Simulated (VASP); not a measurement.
# K (Im-3m) in VASP: single point with LDA

Aim: the single point of K with LDA.

Program: VASP 6.6.1. These are calculated values, not measurements. Logs are shortened: lines on timing, memory, paths and dates and some standing lists are left out, and cuts for length are marked.

### 1 The cell of the first run

The structure is cubic, space group Im-3m (No. 229). Conventional cell: a = 5.236 Å, b = 5.236 Å, c = 5.236 Å, α = 90.00°, β = 90.00°, γ = 90.00°.

### 2 Single point, LDA

File INCAR:

```
PREC = Accurate ; ENCUT = 500
EDIFF = 1E-6 ; ISMEAR = 0
SIGMA = 0.1 ; LREAL = False
LASPH = True ; NELM = 120
ALGO = Normal ; ISIF = 2
LWAVE = False ; LCHARG = True
LELF = True ; LVHAR = True
NBANDS = 10 ; GGA_COMPAT = False
```

File KPOINTS:

```
Automatic mesh
0
Gamma
  6 6 6
```

File POSCAR:

```
K
1.0
   -2.6180000000      2.6180000000      2.6180000000
    2.6180000000     -2.6180000000      2.6180000000
    2.6180000000      2.6180000000     -2.6180000000
K
1
Direct
    0.0000000000      0.0000000000      0.0000000000
```

Potentials or basis: VASP PAW LDA potentials, release 64 (K_sv).

Launch:

```console
$ cat potpaw_LDA.64/K_sv/POTCAR > POTCAR
$ mpirun -np 1 vasp_std > vasp.out
```

OUTCAR:

```text
PREC = Accurate
   ENCUT = 500
   EDIFF = 1E-6
   ISMEAR = 0
   LREAL = False
   LASPH = True
   NELM = 120
   ISIF = 2

 ion  position               nearest neighbor table
   1  0.000  0.000  0.000-

  LATTYP: Found a body centered cubic cell.
 ALAT       =     5.2360000000

  Lattice vectors:

 A1 = (  -2.6180000000,   2.6180000000,   2.6180000000)
 A2 = (   2.6180000000,  -2.6180000000,   2.6180000000)
 A3 = (   2.6180000000,   2.6180000000,  -2.6180000000)

Analysis of symmetry for initial positions (statically):
=====================================================================
 Subroutine PRICEL returns:
 Original cell was already a primitive cell.

 Routine SETGRP: Setting up the symmetry group for a
 body centered cubic supercell.

 Subroutine GETGRP returns: Found 48 space group operations
 (whereof 48 operations were pure point group operations)
 out of a pool of 48 trial point group operations.

The static configuration has the point symmetry O_h .

Analysis of symmetry for dynamics (positions and initial velocities):
=====================================================================
 Subroutine PRICEL returns:
 Original cell was already a primitive cell.

 Routine SETGRP: Setting up the symmetry group for a
 body centered cubic supercell.

 Subroutine GETGRP returns: Found 48 space group operations
 (whereof 48 operations were pure point group operations)
 out of a pool of 48 trial point group operations.

The dynamic configuration has the point symmetry O_h .

 Subroutine INISYM returns: Found 48 space group operations
 (whereof 48 operations are pure point group operations),
 and found     1 'primitive' translations

----------------------------------------------------------------------------------------

                                     Primitive cell

  volume of cell :      71.7743

  direct lattice vectors                    reciprocal lattice vectors
    -2.618000000  2.618000000  2.618000000     0.000000000  0.190985485  0.190985485
     2.618000000 -2.618000000  2.618000000     0.190985485  0.000000000  0.190985485
     2.618000000  2.618000000 -2.618000000     0.190985485  0.190985485  0.000000000

  length of vectors
     4.534509014  4.534509014  4.534509014     0.270094263  0.270094263  0.270094263

  position of ions in fractional coordinates (direct lattice)
[... 71 lines left out ...]
   NSW    =      0    number of steps for IOM
   IBRION =     -1    ionic relax: 0-MD 1-quasi-New 2-CG
   NFREE  =      0    steps in history (QN), initial steepest desc. (CG)
   ISIF   =      2    stress and relaxation
   ISYM   =      2    0-nonsym 1-usesym 2-fastsym
   POTIM  = 0.5000    time-step for ionic-motion
   TEBEG  =    0.0;   TEEND  =   0.0 temperature during run
   PSTRESS=    0.0 pullay stress
   NELECT =       9.0000    total number of electrons
   NUPDOWN=      -1.0000    fix difference up-down
   EMIN   =  10.00;   EMAX   =-10.00  energy-range for DOS
   EFERMI =   0.00;   METHOD = LEGACY
   ISMEAR =     0;   SIGMA  =   0.10  broadening in eV -4-tet -1-fermi 0-gaus
   EFERMI_NEDOS =   21; number of points for ismear=-14 and -15
   IALGO  =     38    algorithm
   IMIX   =      4    mixing-type and parameters
     AMIX     =   0.40;   BMIX     =  1.00
     AMIX_MAG =   1.60;   BMIX_MAG =  1.00
  volume/ion in A,a.u.               =      71.77       484.36
  Fermi-wavevector in a.u.,A,eV,Ry     =   0.819406  1.548454  9.135317  0.671427
  Thomas-Fermi vector in A             =   1.930206
   LORBIT       =      0    0 simple, 1 ext, 2 COOP (PROOUT), +10 PAW based schemes
   GGA     = CA    functional components
   LHFCALC =     F    Hartree Fock is set to
   AEXX    =    0.0000 exact exchange contribution
   IVDW    =     0    specifies the selected vdW correction
   LEPSILON=     F    determine dielectric tensor
   LRPA    =     F    only Hartree local field effects (RPA)
 non-spin polarized calculation
 Gauss-broadening in eV      SIGMA  =   0.10
  energy-cutoff  :      500.00
  volume of cell :       71.77
 maximum number of plane-waves:      1878
 NGX is ok and might be reduce to    36
   NGX = 17   NGY = 17   NGZ = 17

 number of electron       9.0000001 magnetization

 Free energy of the ion-electron system (eV)
  ---------------------------------------------------
  ext. energy  EPLUGINS =         0.00000000
  ---------------------------------------------------
  free energy    TOTEN  =        -1.13943102 eV

  energy without entropy =       -1.12704537  energy(sigma->0) =       -1.13323820

 E-fermi :  -0.2352     XC(G=0):  -5.9325

 val. band max:       -0.5025496110   @ k =   0.1667   0.1667   0.1667
 cond. band min:      -0.2240976200   @ k =   0.3333   0.1667   0.0000
 fundamental gap:      0.2784519910
 Fermi energy:        -0.2352196251

 k-point     1 :       0.0000    0.0000    0.0000
  band No.  band energies     occupation
      1     -32.0600      2.00000
      2     -15.7380      2.00000
      3     -15.7380      2.00000
      4     -15.7380      2.00000
      5      -2.4560      2.00000
      6       3.9246      0.00000
      7       3.9246      0.00000
      8       3.9246      0.00000
      9       4.8760      0.00000
     10       4.8760      0.00000
[... 183 lines left out ...]
 k-point    16 :       0.5000    0.5000    0.5000
  band No.  band energies     occupation
      1     -32.0512      2.00000
      2     -15.7935      2.00000
      3     -15.7935      2.00000
      4     -15.7935      2.00000
      5       1.4083      0.00000
      6       1.4083      0.00000
      7       3.2655      0.00000
      8       3.2655      0.00000
      9       3.2655      0.00000
     10       5.2003      0.00000

------------------------ aborting loop because EDIFF is reached ----------------------------------------

  FORCE on cell =-STRESS in cart. coord.  units (eV):
  Direction    XX          YY          ZZ          XY          YZ          ZX
  --------------------------------------------------------------------------------------
  -------------------------------------------------------------------------------------
  Total       -0.1760038     -0.1760038     -0.1760038     -0.0000000      0.0000000      0.0000000
  in kB       -3.9288335     -3.9288335     -3.9288335     -0.0000000      0.0000000      0.0000000
  external PRESSURE =      -3.9288335 kB  Pullay stress =       0.0000000 kB

 VOLUME and BASIS-vectors are now :
 -----------------------------------------------------------------------------
  energy-cutoff  :      500.00
  volume of cell :       71.77
      direct lattice vectors                 reciprocal lattice vectors
    -2.618000000  2.618000000  2.618000000     0.000000000  0.190985485  0.190985485
     2.618000000 -2.618000000  2.618000000     0.190985485  0.000000000  0.190985485
     2.618000000  2.618000000 -2.618000000     0.190985485  0.190985485  0.000000000

 POSITION                                       TOTAL-FORCE (eV/Angst)
 -----------------------------------------------------------------------------------
      0.00000      0.00000      0.00000         0.000000      0.000000      0.000000
 -----------------------------------------------------------------------------------
    total drift:                               -0.000000      0.000000      0.000000

  FREE ENERGIE OF THE ION-ELECTRON SYSTEM (eV)
  ---------------------------------------------------
  free  energy   TOTEN  =        -1.1394310211 eV

  energy  without entropy=       -1.1270453740  energy(sigma->0) =       -1.13323820
```

OSZICAR:

```text
N       E                     dE             d eps       ncg     rms          rms(c)
DAV:   1     0.492431543950E+02    0.49243E+02   -0.35382E+03   320   0.686E+02
DAV:   2     0.650136796852E+00   -0.48593E+02   -0.47541E+02   336   0.201E+02
DAV:   3    -0.108728901829E+01   -0.17374E+01   -0.17337E+01   484   0.292E+01
DAV:   4    -0.113982695549E+01   -0.52538E-01   -0.52531E-01   470   0.502E+00
DAV:   5    -0.114058545745E+01   -0.75850E-03   -0.75843E-03   478   0.539E-01    0.220E+00
DAV:   6    -0.113967119351E+01    0.91426E-03   -0.16258E-03   468   0.258E-01    0.137E+00
DAV:   7    -0.113939779108E+01    0.27340E-03   -0.28077E-03   458   0.311E-01    0.559E-02
DAV:   8    -0.113942228123E+01   -0.24490E-04   -0.21651E-04   436   0.147E-01    0.215E-02
DAV:   9    -0.113943150459E+01   -0.92234E-05   -0.10964E-05   428   0.295E-02    0.115E-02
DAV:  10    -0.113943102110E+01    0.48349E-06   -0.48057E-06   458   0.184E-02
   1 F= -.11394310E+01 E0= -.11332382E+01  d E =-.123856E-01
```

stdout:

```text
POSCAR found type information on POSCAR K
 POSCAR found :  1 types and       1 ions
 scaLAPACK will be used
 LDA part: xc-table for (Slater(with rela. corr.)+CA(PZ))
 , standard interpolation
 POSCAR, INCAR and KPOINTS ok, starting setup
 FFT: planning ... GRIDC
 FFT: planning ... GRID_SOFT
 FFT: planning ... GRID
 WAVECAR not read
 entering main loop
```

Wall time 7.3 s (1 thread of Intel Xeon Platinum 8488C (Sapphire Rapids), shared host); peak memory 0.16 GiB.

What came out:

| Item | Value |
| --- | --- |
| Free energy | -1.1394 eV |
| Pressure | -0.4 GPa |

Levels at points of the mesh, in eV from the Fermi level:
```csv
k point,band 2,band 3,band 4,band 5,band 6,band 7
"(0.00, 0.00, 0.00)",-15.50,-15.50,-15.50,-2.22,4.16,4.16
"(0.50, 0.00, 0.00)",-15.58,-15.53,-15.50,0.38,0.72,3.07
"(0.50, 0.50, 0.50)",-15.56,-15.56,-15.56,1.64,1.64,3.50
```
